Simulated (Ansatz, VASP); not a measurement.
# Two plane-wave programs on Ba2B

```xyz
6
Lattice="4.1057 2.3704 3.4768 -4.1057 2.3704 3.4768 0.0000 -4.7409 3.4768" Properties=species:S:1:pos:R:3 pbc="T T T"
Ba    0.0000    0.0000    0.0000
Ba    2.0459    0.0000    5.2153
Ba   -1.0230   -1.7718    5.2153
Ba   -1.0230    1.7718    5.2153
B     0.0000    0.0000    2.9383
B     0.0000    0.0000    7.4923
```

Alike in both runs: task relaxation of cell and atoms; functional PBE; k mesh 6 × 6 × 6; occupations gaussian, width 0.1 eV; no spin polarisation.

|  | VASP | Ansatz |
| --- | --- | --- |
| version | VASP 6.6.1 | Ansatz 0.2.0 |
| potentials or method | VASP PAW PBE potentials, release 64 (Ba_sv, B), cutoff 600 eV | scalar-relativistic, plane waves, PAW |
| valence electrons in the cell | 46 | 46 |

VASP gave:

- gap on the k mesh at the Fermi level, each at its own relaxed structure (eV): none
- relaxed volume (Å³/atom): 35.10
- relaxed length of the cell vector where the two differ most in proportion (Å): 5.951

Task: What did Ansatz give for the same quantities?

Result: gap on the k mesh at the Fermi level, each at its own relaxed structure (eV): none; relaxed volume (Å³/atom): 33.84; relaxed length of the cell vector where the two differ most in proportion (Å): 5.879.

A gap of «none» marks a metal or a gap that the smearing closes.

Spin-orbit coupling is off throughout.
